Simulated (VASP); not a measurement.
# Si in VASP: a series of runs

Si is run at these levels: LDA; tasks: relaxation of the atoms, single point.

All numbers are computed with VASP 6.6.1; they aren't measurements. Logs are shortened: lines on timing, memory, paths and dates and some standing lists are left out, and cuts for length are marked.

## Step 1: The cell of the first run

The cell holds a slab with vacuum, 6 atoms: a = 3.820 Å, b = 5.402 Å, c = 19.820 Å, α = 90.00°, β = 90.00°, γ = 90.00°.

## Step 2: Relaxation of the atoms, LDA

INCAR reads:

```
SYSTEM = Si
PREC     = Accurate       ! precision mode
ENCUT    = 520            ! plane-wave cutoff, eV
EDIFF    = 1E-6           ! SCF threshold, eV
ISMEAR   = -1             ! smearing method
SIGMA    = 0.02           ! smearing width, eV
LREAL    = .FALSE.        ! projectors in reciprocal space
LASPH    = .TRUE.         ! aspherical terms in the spheres
NELM     = 60             ! most SCF steps
ALGO     = Normal         ! electronic algorithm
ISIF     = 2              ! what is computed and relaxed
LWAVE    = .FALSE.        ! write WAVECAR
LCHARG   = .FALSE.        ! write CHGCAR
LDIPOL   = .TRUE.       
IDIPOL   = 3            
DIPOL    = 0.5 0.5 0.500
GGA      = CA             ! functional
IBRION   = 2              ! ionic algorithm
NSW      = 32             ! ionic steps
EDIFFG   = -0.01          ! ionic threshold
```

KPOINTS reads:

```
regular mesh
0
G
  7 5 1
  0 0 0
```

POSCAR reads:

```
Si
1.0
    3.8197434381      0.0000000000      0.0000000000
    0.0000000000      5.4019329750      0.0000000000
    0.0000000000      0.0000000000     19.8197000000
Si
6
Direct
    0.7500000000      0.1162719829      0.4076206252
    0.2500000000      0.8837280171      0.4076206252
    0.2500000000      0.6226187183      0.5000000013
    0.7500000000      0.3773812817      0.5000000013
    0.7500000000      0.1162719803      0.5923793735
    0.2500000000      0.8837280197      0.5923793735
```

Potentials or basis: VASP PAW LDA potentials, release 64 (Si).

On the command line:

```console
$ cat potpaw_LDA.64/Si/POTCAR > POTCAR
$ mpirun -np 1 vasp_std > vasp.out
```

OUTCAR:

```text
SYSTEM = Si
   PREC = Accurate
   ENCUT = 520
   EDIFF = 1E-6
   ISMEAR = -1
   LREAL = .FALSE.
   LASPH = .TRUE.
   NELM = 60
   ISIF = 2
   GGA = CA
   IBRION = 2
   NSW = 32
   EDIFFG = -0.01

 ion  position               nearest neighbor table
   1  0.750  0.116  0.408-   2 2.29   2 2.29   4 2.31
   2  0.250  0.884  0.408-   1 2.29   1 2.29   3 2.31
   3  0.250  0.623  0.500-   6 2.31   2 2.31   4 2.32   4 2.32
   4  0.750  0.377  0.500-   5 2.31   1 2.31   3 2.32   3 2.32
   5  0.750  0.116  0.592-   6 2.29   6 2.29   4 2.31
   6  0.250  0.884  0.592-   5 2.29   5 2.29   3 2.31

  LATTYP: Found a simple orthorhombic cell.
 ALAT       =     3.8197434381
 B/A-ratio  =     1.4142135624
 C/A-ratio  =     5.1887516325

  Lattice vectors:

 A1 = (   3.8197434381,   0.0000000000,   0.0000000000)
 A2 = (   0.0000000000,   5.4019329750,   0.0000000000)
 A3 = (   0.0000000000,   0.0000000000,  19.8197000000)

Analysis of symmetry for initial positions (statically):
=====================================================================
 Subroutine PRICEL returns:
 Original cell was already a primitive cell.

 Routine SETGRP: Setting up the symmetry group for a
 simple orthorhombic supercell.

 Subroutine GETGRP returns: Found  8 space group operations
 (whereof  4 operations were pure point group operations)
 out of a pool of  8 trial point group operations.

The static configuration has the point symmetry C_2h.
 The point group associated with its full space group is D_2h.

Analysis of symmetry for dynamics (positions and initial velocities):
=====================================================================
 Subroutine PRICEL returns:
 Original cell was already a primitive cell.

 Routine SETGRP: Setting up the symmetry group for a
 simple orthorhombic supercell.

 Subroutine GETGRP returns: Found  8 space group operations
 (whereof  4 operations were pure point group operations)
 out of a pool of  8 trial point group operations.

The dynamic configuration has the point symmetry C_2h.
 The point group associated with its full space group is D_2h.

 Subroutine INISYM returns: Found  8 space group operations
 (whereof  4 operations are pure point group operations),
 and found     1 'primitive' translations

[... 99 lines left out ...]
   PSTRESS=    0.0 pullay stress
   NELECT =      24.0000    total number of electrons
   NUPDOWN=      -1.0000    fix difference up-down
   EMIN   =  10.00;   EMAX   =-10.00  energy-range for DOS
   EFERMI =   0.00;   METHOD = LEGACY
   ISMEAR =    -1;   SIGMA  =   0.02  broadening in eV -4-tet -1-fermi 0-gaus
   EFERMI_NEDOS =   21; number of points for ismear=-14 and -15
   IALGO  =     38    algorithm
   IMIX   =      4    mixing-type and parameters
     AMIX     =   0.40;   BMIX     =  1.00
     AMIX_MAG =   1.60;   BMIX_MAG =  1.00
  volume/ion in A,a.u.               =      68.16       459.97
  Fermi-wavevector in a.u.,A,eV,Ry     =   0.636187  1.202220  5.506747  0.404734
  Thomas-Fermi vector in A             =   1.700773
   LORBIT       =      0    0 simple, 1 ext, 2 COOP (PROOUT), +10 PAW based schemes
   GGA     = CA    functional components
   LHFCALC =     F    Hartree Fock is set to
   AEXX    =    0.0000 exact exchange contribution
   IVDW    =     0    specifies the selected vdW correction
   LEPSILON=     F    determine dielectric tensor
   LRPA    =     F    only Hartree local field effects (RPA)
 conjugate gradient relaxation of ions
 non-spin polarized calculation
  energy-cutoff  :      520.00
  volume of cell :      408.96
 maximum number of plane-waves:     11046
   NGX = 15   NGY = 21   NGZ = 73

 dipolmoment           0.000000      0.000000     -0.000000 electrons x Angstroem

 number of electron      24.0000000 magnetization

 dipolmoment           0.000000      0.000000      0.000000 electrons x Angstroem

 Free energy of the ion-electron system (eV)
  ---------------------------------------------------
  ext. energy  EPLUGINS =         0.00000000
  ---------------------------------------------------
  free energy    TOTEN  =       -31.24663413 eV

  energy without entropy =      -31.23894749  energy(sigma->0) =      -31.24279081

 E-fermi :  -1.9001     XC(G=0):  -3.6505

 val. band max:       -1.9291459820   @ k =   0.1429   0.0000   0.0000
 cond. band min:      -1.8869560954   @ k =   0.2857   0.4000   0.0000
 fundamental gap:      0.0421898866
 Fermi energy:        -1.9001074444

 k-point     1 :       0.0000    0.0000    0.0000
  band No.  band energies     occupation
      1     -13.3492      2.00000
      2     -11.5459      2.00000
      3     -10.0437      2.00000
      4      -8.9465      2.00000
      5      -6.3290      2.00000
      6      -5.1801      2.00000
[... 205 lines left out ...]
      3      -9.7575      2.00000
      4      -8.6968      2.00000
      5      -8.6185      2.00000
      6      -8.2506      2.00000
[... 8 lines left out ...]
     15       0.8810      0.00000
     16       1.6109      0.00000

------------------------ aborting loop because EDIFF is reached ----------------------------------------

 vacuum level on the upper side and lower side of the slab       (xc-potential included)        -0.081        -0.081

  FORCE on cell =-STRESS in cart. coord.  units (eV):
  Direction    XX          YY          ZZ          XY          YZ          ZX
  --------------------------------------------------------------------------------------
  -------------------------------------------------------------------------------------
  Total        0.3845200      0.5131287      0.0205790      0.0000000      0.0000000      0.0000000
  in kB        1.5064304      2.0102796      0.0806222      0.0000000      0.0000000      0.0000000
  external PRESSURE =       1.1991107 kB  Pullay stress =       0.0000000 kB

 VOLUME and BASIS-vectors are now :
 -----------------------------------------------------------------------------
  energy-cutoff  :      520.00
  volume of cell :      408.96
      direct lattice vectors                 reciprocal lattice vectors
     3.819743438  0.000000000  0.000000000     0.261797688  0.000000000  0.000000000
     0.000000000  5.401932975  0.000000000     0.000000000  0.185118920  0.000000000
     0.000000000  0.000000000 19.819700000     0.000000000  0.000000000  0.050454850

 POSITION                                       TOTAL-FORCE (eV/Angst)
 -----------------------------------------------------------------------------------
      2.86481      0.62809      8.07892         0.000000     -0.002386     -0.004410
      0.95494      4.77384      8.07892         0.000000      0.002386     -0.004410
      0.95494      3.36334      9.90985         0.000000     -0.001677      0.000000
      2.86481      2.03859      9.90985         0.000000      0.001677      0.000000
      2.86481      0.62809     11.74078         0.000000     -0.002386      0.004410
      0.95494      4.77384     11.74078         0.000000      0.002386      0.004410
 -----------------------------------------------------------------------------------
    total drift:                                0.000000     -0.000000      0.000001

  FREE ENERGIE OF THE ION-ELECTRON SYSTEM (eV)
  ---------------------------------------------------
  free  energy   TOTEN  =       -31.2466341336 eV

  energy  without entropy=      -31.2389474947  energy(sigma->0) =      -31.24279081

 reached required accuracy - stopping structural energy minimisation

 vacuum level on the upper side and lower side of the slab         3.062         3.062
```

OSZICAR:

```text
N       E                     dE             d eps       ncg     rms          rms(c)
DAV:   1     0.130776154422E+03    0.13078E+03   -0.74547E+03   384   0.104E+03
DAV:   2    -0.205479518067E+02   -0.15132E+03   -0.14983E+03   568   0.174E+02
DAV:   3    -0.320922717734E+02   -0.11544E+02   -0.11480E+02   472   0.544E+01
[... 14 lines left out ...]
DAV:  18    -0.312466051364E+02   -0.60246E-04   -0.48494E-06   392   0.548E-03    0.207E-03
DAV:  19    -0.312466186798E+02   -0.13543E-04   -0.64600E-07   384   0.248E-03    0.911E-04
DAV:  20    -0.312466305800E+02   -0.11900E-04   -0.74546E-07   352   0.230E-03    0.331E-04
DAV:  21    -0.312466334452E+02   -0.28652E-05   -0.17572E-07   312   0.117E-03    0.187E-04
DAV:  22    -0.312466341336E+02   -0.68840E-06   -0.48487E-08   288   0.647E-04
   1 F= -.31246634E+02 E0= -.31242791E+02  d E =-.312466E+02
```

CONTCAR:

```text
Si
   1.00000000000000
     3.8197434381000002    0.0000000000000000    0.0000000000000000
     0.0000000000000000    5.4019329750000002    0.0000000000000000
     0.0000000000000000    0.0000000000000000   19.8197000000000010
  Si
     6
Direct
     0.7500000000000000    0.1162719829000025    0.4076206252000034
     0.2500000000000000    0.8837280170999975    0.4076206252000034
     0.2500000000000000    0.6226187183000036    0.5000000013000019
     0.7500000000000000    0.3773812817000035    0.5000000013000019
     0.7500000000000000    0.1162719802999987    0.5923793735000018
     0.2500000000000000    0.8837280197000013    0.5923793735000018

  0.00000000E+00  0.00000000E+00  0.00000000E+00
  0.00000000E+00  0.00000000E+00  0.00000000E+00
  0.00000000E+00  0.00000000E+00  0.00000000E+00
  0.00000000E+00  0.00000000E+00  0.00000000E+00
  0.00000000E+00  0.00000000E+00  0.00000000E+00
  0.00000000E+00  0.00000000E+00  0.00000000E+00
```

It took 60 s on 1 thread of Intel Xeon Platinum 8488C (Sapphire Rapids), shared host; peak memory 0.33 GiB.

What came out:

```yaml
Free_energy: -31.2466 eV
Largest_force_after_relaxing: 0.005 eV/Å
Band_gap_on_the_k_mesh: zero (bands 12 and 13 overlap by 0.26 eV)
```

Forces on the atoms (eV/Å):
```
Si   0.000 -0.002 -0.004
Si   0.000  0.002 -0.004
Si   0.000 -0.002  0.000
Si   0.000  0.002  0.000
Si   0.000 -0.002  0.004
Si   0.000  0.002  0.004
```

Final structure:
```
CELL_PARAMETERS angstrom
3.81974 0.00000 0.00000
0.00000 5.40193 0.00000
0.00000 0.00000 19.81970
ATOMIC_POSITIONS crystal
Si 0.75000 0.11627 0.40762
Si 0.25000 0.88373 0.40762
Si 0.25000 0.62262 0.50000
Si 0.75000 0.37738 0.50000
Si 0.75000 0.11627 0.59238
Si 0.25000 0.88373 0.59238
```

Caveat: the relaxation stopped at its first step, so nothing moved.

## Step 3: Single point, LDA

This run uses another cell than the first one.

INCAR reads:

```
SYSTEM = Si
ALGO = Normal
DIPOL = 0.5 0.5 0.500
EDIFF = 1E-6
ENCUT = 520
IDIPOL = 3
ISIF = 2
ISMEAR = -1
LASPH = .True.
LCHARG = .True.
LDIPOL = .True.
LELF = .True.
LREAL = .False.
LVACPOTAV = .True.
LVHAR = .True.
LWAVE = .False.
NBANDS = 21
NELM = 80
PREC = Accurate
SIGMA = 0.02
```

KPOINTS reads:

```
k-points
0
Gamma
  7 5 1
  0 0 0
```

POSCAR reads:

```
Si
1.0
    3.8197434381      0.0000000000      0.0000000000
    0.0000000000      5.4019329750      0.0000000000
    0.0000000000      0.0000000000     10.6619000000
Si
6
Direct
    0.7500000000      0.1162719829      0.3282734332
    0.2500000000      0.8837280171      0.3282734332
    0.2500000000      0.6226187183      0.5000000035
    0.7500000000      0.3773812817      0.5000000035
    0.7500000000      0.1162719803      0.6717265668
    0.2500000000      0.8837280197      0.6717265668
```

Potentials or basis: VASP PAW LDA potentials, release 64 (Si).

On the command line:

```console
$ cat potpaw_LDA.64/Si/POTCAR > POTCAR
$ mpirun -np 1 vasp_std > vasp.out
```

OUTCAR:

```text
SYSTEM = Si
   EDIFF = 1E-6
   ENCUT = 520
   ISIF = 2
   ISMEAR = -1
   LASPH = .True.
   LREAL = .False.
   NELM = 80
   PREC = Accurate

 ion  position               nearest neighbor table
   1  0.750  0.116  0.328-   2 2.29   2 2.29   4 2.31
   2  0.250  0.884  0.328-   1 2.29   1 2.29   3 2.31
   3  0.250  0.623  0.500-   6 2.31   2 2.31   4 2.32   4 2.32
   4  0.750  0.377  0.500-   5 2.31   1 2.31   3 2.32   3 2.32
   5  0.750  0.116  0.672-   6 2.29   6 2.29   4 2.31
   6  0.250  0.884  0.672-   5 2.29   5 2.29   3 2.31

[... 483 lines left out ...]
  -------------------------------------------------------------------------------------
  Total        0.4237028      0.6214149     -0.0547314      0.0000000      0.0000000      0.0000000
  in kB        3.0857018      4.5255804     -0.3985927      0.0000000      0.0000000      0.0000000
  external PRESSURE =       2.4042298 kB  Pullay stress =       0.0000000 kB

 VOLUME and BASIS-vectors are now :
 -----------------------------------------------------------------------------
  energy-cutoff  :      520.00
  volume of cell :      220.00
      direct lattice vectors                 reciprocal lattice vectors
     3.819743438  0.000000000  0.000000000     0.261797688  0.000000000  0.000000000
     0.000000000  5.401932975  0.000000000     0.000000000  0.185118920  0.000000000
     0.000000000  0.000000000 10.661900000     0.000000000  0.000000000  0.093791913

 POSITION                                       TOTAL-FORCE (eV/Angst)
 -----------------------------------------------------------------------------------
      2.86481      0.62809      3.50002         0.000000      0.010946      0.005631
      0.95494      4.77384      3.50002         0.000000     -0.010946      0.005631
      0.95494      3.36334      5.33095         0.000000     -0.006467      0.000000
      2.86481      2.03859      5.33095         0.000000      0.006467      0.000000
      2.86481      0.62809      7.16188         0.000000      0.010946     -0.005631
      0.95494      4.77384      7.16188         0.000000     -0.010946     -0.005631
 -----------------------------------------------------------------------------------
    total drift:                               -0.000000      0.000000     -0.000015

  FREE ENERGIE OF THE ION-ELECTRON SYSTEM (eV)
  ---------------------------------------------------
  free  energy   TOTEN  =       -31.2425529157 eV

  energy  without entropy=      -31.2355727276  energy(sigma->0) =      -31.23906282
```

OSZICAR:

```text
N       E                     dE             d eps       ncg     rms          rms(c)
DAV:   1     0.705734326360E+02    0.70573E+02   -0.81959E+03   504   0.862E+02
DAV:   2    -0.262410124978E+02   -0.96814E+02   -0.93758E+02   698   0.137E+02
DAV:   3    -0.322646279798E+02   -0.60236E+01   -0.59494E+01   651   0.340E+01
DAV:   4    -0.324293111109E+02   -0.16468E+00   -0.16435E+00   753   0.692E+00
DAV:   5    -0.324331071255E+02   -0.37960E-02   -0.37958E-02   793   0.903E-01    0.845E+00
DAV:   6    -0.315109559436E+02    0.92215E+00   -0.96463E-01   575   0.383E+00    0.476E+00
DAV:   7    -0.312482943424E+02    0.26266E+00   -0.79860E-01   644   0.342E+00    0.112E+00
DAV:   8    -0.312432773260E+02    0.50170E-02   -0.74923E-02   668   0.128E+00    0.415E-01
DAV:   9    -0.312407907243E+02    0.24866E-02   -0.72567E-03   647   0.391E-01    0.210E-01
DAV:  10    -0.312404546437E+02    0.33608E-03   -0.17164E-03   620   0.185E-01    0.803E-02
DAV:  11    -0.312415932626E+02   -0.11386E-02   -0.17008E-03   544   0.136E-01    0.759E-02
DAV:  12    -0.312424218082E+02   -0.82855E-03   -0.92758E-04   601   0.976E-02    0.177E-02
DAV:  13    -0.312425245444E+02   -0.10274E-03   -0.81791E-05   684   0.407E-02    0.102E-02
DAV:  14    -0.312425461845E+02   -0.21640E-04   -0.11912E-05   674   0.143E-02    0.427E-03
DAV:  15    -0.312425505931E+02   -0.44086E-05   -0.18990E-06   559   0.616E-03    0.251E-03
DAV:  16    -0.312425527988E+02   -0.22057E-05   -0.10215E-06   520   0.364E-03    0.629E-04
DAV:  17    -0.312425529157E+02   -0.11693E-06   -0.90720E-08   443   0.150E-03
   1 F= -.31242553E+02 E0= -.31239063E+02  d E =-.698019E-02
```

stdout:

```text
POSCAR found type information on POSCAR Si
 POSCAR found :  1 types and       6 ions
 scaLAPACK will be used
 LDA part: xc-table for (Slater(with rela. corr.)+CA(PZ))
 , standard interpolation
 POSCAR, INCAR and KPOINTS ok, starting setup
 FFT: planning ... GRIDC
[... 28 lines left out ...]
|                                                                             |
|     Did not find any points to average over, which means that no vacuum     |
|     field-free region was found. Please increase the size of  your cell     |
|     in the dimension of the dipole correction to obtain accurate            |
|     workfunction values.                                                    |
|                                                                             |
 -----------------------------------------------------------------------------
```

It took 90 s on 1 thread of Intel Xeon 8259CL, shared host; peak memory 0.23 GiB.

What came out:

| Item | Value |
| --- | --- |
| Free energy | -31.2426 eV |
| Largest force | 0.012 eV/Å |
| Band gap on the k mesh | zero (bands 12 and 13 overlap by 0.27 eV) |

Forces on the atoms (eV/Å):
```
Si   0.000  0.011  0.006
Si   0.000 -0.011  0.006
Si   0.000 -0.006  0.000
Si   0.000  0.006  0.000
Si   0.000  0.011 -0.006
Si   0.000 -0.011 -0.006
```

## Step 4: Single point, LDA

INCAR reads:

```
ALGO = Normal
DIPOL = 0.5 0.5 0.500
EDIFF = 1E-6
ENCUT = 520
IDIPOL = 3
ISIF = 2
ISMEAR = -1
LASPH = True
LCHARG = True
LDIPOL = True
LELF = True
LREAL = False
LVACPOTAV = True
LVHAR = True
LWAVE = False
NBANDS = 21
NELM = 60
PREC = Accurate
SIGMA = 0.02
```

KPOINTS reads:

```
k-points
0
Gamma
  7 5 1
```

POSCAR reads:

```
Si
1.0
    3.8197434381      0.0000000000      0.0000000000
    0.0000000000      5.4019329750      0.0000000000
    0.0000000000      0.0000000000     19.8197000000
Si
6
Direct
    0.7500000000      0.1250000000      0.4036377080
    0.2500000000      0.8750000000      0.4036377080
    0.2500000000      0.6250000000      0.5000000000
    0.7500000000      0.3750000000      0.5000000000
    0.7500000000      0.1250000000      0.5963622920
    0.2500000000      0.8750000000      0.5963622920
```

On the command line:

```console
$ cat potpaw_LDA.64/Si/POTCAR > POTCAR
$ mpirun -np 1 vasp_std > vasp.out
```

Wall time 3.1 min (1 thread of Intel Xeon 8259CL, shared host); peak memory 0.34 GiB.

Results (log left out):

```yaml
Free_energy: -31.1656 eV
Largest_force: 0.619 eV/Å
Band_gap_on_the_k_mesh: zero (bands 12 and 13 overlap by 0.38 eV)
```

Forces on the atoms (eV/Å):
```
Si   0.000 -0.595  0.170
Si   0.000  0.595  0.170
Si   0.000  0.049  0.000
Si   0.000 -0.049  0.000
Si   0.000 -0.595 -0.170
Si   0.000  0.595 -0.170
```

Levels at points of the mesh, in eV from the Fermi level:
| k point | band 10 | band 11 | band 12 | band 13 | band 14 | band 15 |
| --- | --- | --- | --- | --- | --- | --- |
| (0.00, 0.00, 0.00) | -0.79 | -0.57 | -0.12 | 0.23 | 1.35 | 1.92 |

(Part 1 of 2 ends here.)
